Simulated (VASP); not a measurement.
# Sn4P11 in VASP: notebook, part 2 of 2

VASP 6.6.1. Earlier steps stand in the parts before.

## Step 3: Single point, PBE

INCAR

```
SYSTEM = Sn4P11
ALGO = Normal
EDIFF = 1E-6
ENCUT = 520
GGA = PE
ISIF = 2
ISMEAR = -1
ISYM = 0
LASPH = .TRUE.
LCHARG = .TRUE.
LELF = .TRUE.
LREAL = Auto
LVHAR = .TRUE.
LWAVE = .FALSE.
NBANDS = 68
NELM = 100
PREC = Accurate
SIGMA = 0.05
```

KPOINTS

```
Automatic mesh
0
Gamma
  1 1 1
  0.25 0.25 0.25
```

POSCAR

```
Sn4P11
1.0
    6.9109540000     -0.1477090000      0.0559190000
   -0.1477090000      6.8279300000     -0.2761220000
    0.0559190000     -0.2761220000      6.8173210000
Sn P
4 11
Direct
    0.8107617544      0.4938043110      0.1351267232
    0.3454972785      0.0603794101      0.6448574478
    0.7891058042      0.1072187746      0.6190787342
    0.2860371918      0.5099171790      0.0071618217
    0.4402295932      0.7596916394      0.2685460133
    0.4242273493      0.5144309020      0.4644106270
    0.9568359077      0.6009961697      0.7625958873
    0.5913256572      0.1550198951     -0.0002250057
    1.0235093339      0.3718655361      0.4729333762
    0.0794722877      0.1351884491      0.2080728624
    0.4539202944      0.7223078373      0.7446680765
    1.0141607636      0.9158183491      0.8992869396
    0.1162504548      0.8725923053      0.3587723570
    0.7974720929      0.9730728019      0.1468849664
    0.7047896480      0.6982792934      0.5560417564
```

Potentials or basis: VASP PAW PBE potentials, release 64 (Sn_d, P).

The run is started by

```
cat potpaw_PBE.64/Sn_d/POTCAR potpaw_PBE.64/P/POTCAR > POTCAR
mpirun -np 1 vasp_std > vasp.out
```

OUTCAR:

```text
SYSTEM = Sn4P11
   EDIFF = 1E-6
   ENCUT = 520
   GGA = PE
   ISIF = 2
   ISMEAR = -1
   ISYM = 0
   LASPH = .TRUE.
   LREAL = Auto
   NELM = 100
   PREC = Accurate

 ion  position               nearest neighbor table
   1  0.811  0.494  0.135-   8 2.81   7 2.86   9 2.95  15 3.18  10 3.21  14 3.28   5 3.28   4 3.38
                             4 3.75
   2  0.345  0.060  0.645-  11 2.61  13 2.74   8 2.99  12 3.03   3 3.07   5 3.23
   3  0.789  0.107  0.619-   9 2.62  15 2.83  12 2.91   8 2.92   2 3.07  13 3.25  14 3.28
   4  0.286  0.510  0.007-   5 2.58  11 2.62   7 2.96  10 3.27   6 3.28   8 3.28   1 3.38   1 3.75

   5  0.440  0.760  0.269-   6 2.22  13 2.45   4 2.58  15 2.77  14 2.95   2 3.23   1 3.28
   6  0.424  0.514  0.464-   5 2.22  11 2.29  15 2.33   9 2.90   4 3.28
   7  0.957  0.601  0.763-  12 2.30  15 2.41   9 2.47   1 2.86   4 2.96
   8  0.591  0.155  1.000-  14 2.23   1 2.81   3 2.92   2 2.99   4 3.28
   9  0.024  0.372  0.473-  10 2.36   7 2.47   3 2.62   6 2.90   1 2.95
  10  0.079  0.135  0.208-  13 2.17  14 2.23   9 2.36  12 2.52   1 3.21   4 3.27
[... 234 lines left out ...]
  Direction    XX          YY          ZZ          XY          YZ          ZX
  --------------------------------------------------------------------------------------
  -------------------------------------------------------------------------------------
  Total        2.9532388      2.7523407      1.1724970      8.0235175      1.7419321      1.9733390
  in kB       14.7402268     13.7375027      5.8521753     40.0470385      8.6943443      9.8493441
  external PRESSURE =      11.4433016 kB  Pullay stress =       0.0000000 kB

 VOLUME and BASIS-vectors are now :
 -----------------------------------------------------------------------------
  energy-cutoff  :      520.00
  volume of cell :      321.00
      direct lattice vectors                 reciprocal lattice vectors
     6.910954000 -0.147709000  0.055919000     0.144772439  0.003088908 -0.001062384
    -0.147709000  6.827930000 -0.276122000     0.003088908  0.146763460  0.005919025
     0.055919000 -0.276122000  6.817321000    -0.001062384  0.005919025  0.146933639

 POSITION                                       TOTAL-FORCE (eV/Angst)
 -----------------------------------------------------------------------------------
      5.53775      3.21459      0.83019         0.151971     -0.013925     -0.158250
      2.41486      0.18317      4.39885        -0.075503      0.474772      0.208082
      5.47225      0.44458      4.23498        -0.151861      0.091107      0.325706
      1.90187      3.43745     -0.07598        -0.546176     -0.272300     -0.005371
      2.94521      5.04794      1.64561        -0.629360      0.167939      0.398626
      2.88180      3.32160      3.04771        -0.073879      0.637554      0.396650
      6.56652      3.75166      5.08642        -0.374480     -0.250269     -0.237714
      4.11963      0.69506      6.80605        -0.328044      0.639051     -0.731950
      0.13399      2.40501      3.12277        -0.104842      0.371448     -0.304129
      0.54090      0.85387      1.38562         0.364370      0.485161     -0.127089
      3.07197      4.65920      4.90258        -0.360354     -0.444841     -0.016127
      0.01288      6.00274      5.87864         0.193681     -0.504493      0.145734
      0.69457      5.84176      2.21143         0.622669     -0.830138     -0.165441
      5.37578      6.48572      0.77727         0.508458     -0.339417      0.283470
      4.79872      4.51016      3.63732         0.803349     -0.211650     -0.012196
 -----------------------------------------------------------------------------------
    total drift:                                0.003957     -0.023922     -0.019358

  FREE ENERGIE OF THE ION-ELECTRON SYSTEM (eV)
  ---------------------------------------------------
  free  energy   TOTEN  =       -72.5917958530 eV

  energy  without entropy=      -72.5224748400  energy(sigma->0) =      -72.55713535
```

stdout:

```text
POSCAR found type information on POSCAR SnP
 POSCAR found :  2 types and      15 ions
 scaLAPACK will be used
 LDA part: xc-table for (Slater+PW92), standard interpolation
 POSCAR, INCAR and KPOINTS ok, starting setup
 FFT: planning ... GRIDC
 FFT: planning ... GRID_SOFT
 FFT: planning ... GRID
 WAVECAR not read
 entering main loop
```

Wall time 34 s (1 thread of Intel Xeon 6975P-C (Granite Rapids), shared host); peak memory 0.36 GiB.

Results:

```yaml
Free_energy: -72.5918 eV
Pressure: 1.1 GPa
Largest_force: 1.051 eV/Å
```

Forces in eV/Å, atoms in the order of the input:
```
Sn   0.152 -0.014 -0.158
Sn  -0.076  0.475  0.208
Sn  -0.152  0.091  0.326
Sn  -0.546 -0.272 -0.005
P   -0.629  0.168  0.399
P   -0.074  0.638  0.397
P   -0.374 -0.250 -0.238
P   -0.328  0.639 -0.732
P   -0.105  0.371 -0.304
P    0.364  0.485 -0.127
P   -0.360 -0.445 -0.016
P    0.194 -0.504  0.146
P    0.623 -0.830 -0.165
P    0.508 -0.339  0.283
P    0.803 -0.212 -0.012
```

Caveat: the k points lie up to 0.92 Å⁻¹ apart; spin-orbit coupling is left out, which moves the levels of the heavy elements.

## Step 4: Single point, PBE

INCAR

```
SYSTEM = Sn4P11
PREC     = Accurate       ! precision mode
ENCUT    = 520            ! plane-wave cutoff, eV
EDIFF    = 1E-6           ! SCF threshold, eV
ISMEAR   = -1             ! smearing method
SIGMA    = 0.05           ! smearing width, eV
LREAL    = Auto         
LASPH    = .TRUE.         ! aspherical terms in the spheres
NELM     = 100            ! most SCF steps
ALGO     = Normal         ! electronic algorithm
ISIF     = 2              ! what is computed and relaxed
LWAVE    = .FALSE.        ! write WAVECAR
LCHARG   = .TRUE.         ! write CHGCAR
GGA      = PE             ! functional
LELF     = .TRUE.         ! ELF
LVHAR    = .TRUE.       
ISYM     = 0            
NBANDS   = 68             ! bands
```

KPOINTS is that of step 3.

POSCAR

```
Sn4P11
1.0
    6.9109540000     -0.1477090000      0.0559190000
   -0.1477090000      6.8279300000     -0.2761220000
    0.0559190000     -0.2761220000      6.8173210000
Sn P
4 11
Direct
    0.8384854692      0.4929736234      0.1114671869
    0.3432472082      0.0737062558      0.6319034820
    0.7987546657      0.0984962436      0.6066637346
    0.3012952031      0.4848786801     -0.0001134545
    0.4337298047      0.7692586927      0.2700281404
    0.4040687590      0.5353872005      0.4744523639
    0.9675942390      0.5924531553      0.7326916905
    0.6323168489      0.1902979976     -0.0265371195
    1.0254641069      0.3839205647      0.4545905916
    0.0997508864      0.1429312637      0.1928225907
    0.4641926870      0.7419999821      0.7530493765
    1.0393245682      0.9038199400      0.9016981273
    0.1288816948      0.8785968888      0.3504033321
    0.8113243107      0.9946366475      0.1403600646
    0.7171565357      0.7132500105      0.5811730654
```

The run is started by

```
cat potpaw_PBE.64/Sn_d/POTCAR potpaw_PBE.64/P/POTCAR > POTCAR
mpirun -np 1 vasp_std > vasp.out
```

It took 35 s on 1 thread of Intel Xeon 6975P-C (Granite Rapids), shared host; peak memory 0.35 GiB.

It converged, with:

```yaml
Free_energy: -72.5343 eV
Pressure: 1.8 GPa
Largest_force: 1.542 eV/Å
```

Forces on the atoms (eV/Å):
```
Sn   0.185  0.851  0.206
Sn   0.217  0.317  0.132
Sn   0.020  0.516  0.070
Sn   0.032  0.448  0.091
P   -0.112 -0.012 -0.133
P    0.522  0.620  0.545
P    0.190  0.030  0.335
P   -0.783 -0.443 -0.376
P    0.072 -0.073 -0.161
P    0.204 -0.040 -0.029
P   -1.109 -0.788  0.649
P   -0.250 -0.188  0.178
P    0.261 -0.411 -0.254
P    0.228 -0.364  0.183
P    0.324 -0.463 -1.435
```

Stress tensor (GPa, compression positive):
```
2.20 3.53 0.47
3.53 1.52 0.08
0.47 0.08 1.69
```

Levels at points of the mesh, in eV from the Fermi level:
```tsv
k point	band 53	band 54	band 55	band 56	band 57	band 58
(0.25, 0.25, 0.25)	-1.30	-1.11	-0.85	0.00	0.47	0.68
```

Caveat: the k points lie up to 0.92 Å⁻¹ apart; spin-orbit coupling is left out, which moves the levels of the heavy elements.
